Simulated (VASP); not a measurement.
## CaO (pbe): relaxation of cell and atoms with PBE

Crystal: CaO (pbe).

```
CELL_PARAMETERS angstrom
3.99198 0.00000 0.00000
-1.99599 3.45715 0.00000
0.00000 0.00000 4.78484
ATOMIC_POSITIONS crystal
Ca 0.33333 0.66667 0.75000
Ca 0.66667 0.33333 0.25000
O 0.33333 0.66667 0.25000
O 0.66667 0.33333 0.75000
```

* Program: VASP 6.6.1
* Task: relaxation of cell and atoms
* Functional: PBE
* Potentials or basis: VASP PAW PBE potentials, release 64 (Ca_sv, O)
* Cutoff: 600 eV
* k mesh: 9 × 9 × 6
* Occupations: gaussian, width 0.02 eV
* Spin: no spin polarisation
* Dipole correction: no
* Further INCAR settings: ALGO = Normal; EDIFF = 1e-07; IBRION = 2; EDIFFG = -0.002; NSW = 100; ISIF = 3

* Relaxed volume: 16.77 Å³/atom
* Relaxed cell: a = 4.011 Å, b = 4.011 Å, c = 4.814 Å, α = 90.00°, β = 90.00°, γ = 120.00°
* Space group after relaxing (to 0.05 Å): P6_3/mmc (No. 194)
* Energy gained by relaxing: 1.1 meV/atom
* Ionic steps: 3
* Pressure after relaxing: 0.0 GPa
* Band gap on the k mesh: 3.11 eV, direct

The path:
```csv
step,energy change (eV),largest force (eV/Å),pressure (GPa),volume (Å³)
1,0.0000,0.0000,1.39,66.03
2,-0.0040,0.0000,-0.43,67.42
3,-0.0045,0.0000,0.00,67.07
```

Final structure:
```
Ca O
1.0
     4.01094    0.00000    0.00000
    -2.00547    3.47358    0.00000
     0.00000    0.00000    4.81421
Ca O
2 2
Direct
  0.33333 0.66667 0.75000
  0.66667 0.33333 0.25000
  0.33333 0.66667 0.25000
  0.66667 0.33333 0.75000
```

Levels at points of the mesh, in eV from the valence-band top:
| k point | band 14 | band 15 | band 16 | band 17 | band 18 | band 19 |
| --- | --- | --- | --- | --- | --- | --- |
| (0.00, 0.00, 0.00) | -1.12 | -1.10 | 0.00 | 3.11 | 6.10 | 6.10 |
| (0.00, 0.00, 0.50) | -1.26 | -1.26 | -1.26 | 4.91 | 4.91 | 7.69 |

It took 68 s on 1 thread of Intel(R) Xeon(R) 6975P-C (Granite Rapids), with other jobs on the host, peak memory 0.24 GiB.

A k mesh can miss the band edges.
